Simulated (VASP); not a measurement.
Runs of VASP 6.6.1 on BaS. The structure is that of space group Fm-3m (No. 225), or close to it. The cells are those of the table. 

| level | cell | k mesh | gap on the mesh (eV) | pressure (GPa) |
| --- | --- | --- | --- | --- |
| PBE | a = 4.542 Å, angles 60.0°, 2 atoms | 8 × 8 × 8 | 2.14 | 0.6 |
| r2SCAN | a = 4.542 Å, angles 60.0°, 2 atoms | 8 × 8 × 8 | 2.49 | 0.6 |
| r2SCAN | a = 4.450 Å, angles 60.0°, 2 atoms | 6 × 6 × 6 | 2.38 | (b) |
| r2SCAN | a = 4.496 Å, angles 60.0°, 2 atoms | 6 × 6 × 6 | 2.44 | 2.1 |
| PBE | a = 4.453 Å, angles 60.0°, 2 atoms | 6 × 6 × 6 | (c) | (a) |

Alike in all rows: task single point; potentials or basis VASP PAW PBE potentials, release 64 (Ba_sv, S); no spin polarisation; cutoff (eV) 520; smearing gaussian 0.01 eV.

Problem. Fill in the values left out.

Solution. (a) 3.7; (b) 3.9; (c) 2.03.

Caveats: spin-orbit coupling is left out, which moves the levels of the heavy elements; the PAW data sets were made with another functional, which shifts forces and pressure a little (some runs).

A k mesh can miss the band edges, and the runs leave out spin-orbit coupling on Ba.
